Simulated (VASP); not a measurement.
Sb, 1 atom in the cell. It takes space group I4/mmm (No. 139, tetragonal). Conventional cell: a = 3.030 Å, b = 3.030 Å, c = 4.993 Å, α = 90.00°, β = 90.00°, γ = 90.00°. Sb (site symmetry 4/mmm) has 12 Sb at 3.03 to 3.29 Å within 4.0 Å.  This cell differs from its parent crystal: volume scaled by 1.02.

* Program: VASP 6.6.1
* Task: electric field gradients
* Functional: PBEsol
* Potentials or basis: VASP PAW PBE potentials, release 64 (Sb)
* Cutoff: 520 eV
* k mesh: 19 × 19 × 19
* Occupations: fermi-dirac, width 0.05 eV
* Spin: no spin polarisation
* Dipole correction: no
* Further INCAR settings: ALGO = Normal; EDIFF = 1e-08; NBANDS = 8

Potentials or basis: VASP PAW PBE potentials, release 64 (Sb).

Command:

```sh
$ cat potpaw_PBE.64/Sb/POTCAR > POTCAR
$ mpirun -np 1 vasp_std > vasp.out
```

Hardware: 1 thread of Intel(R) Xeon(R) 6975P-C (Granite Rapids) (shared host).

Task: How long does it take, and how much memory?

Result: Wall time 25 s on 1 thread of Intel(R) Xeon(R) 6975P-C (Granite Rapids), with other jobs on the host, peak memory 0.22 GiB. Counts: scf iterations 13, k points 550.
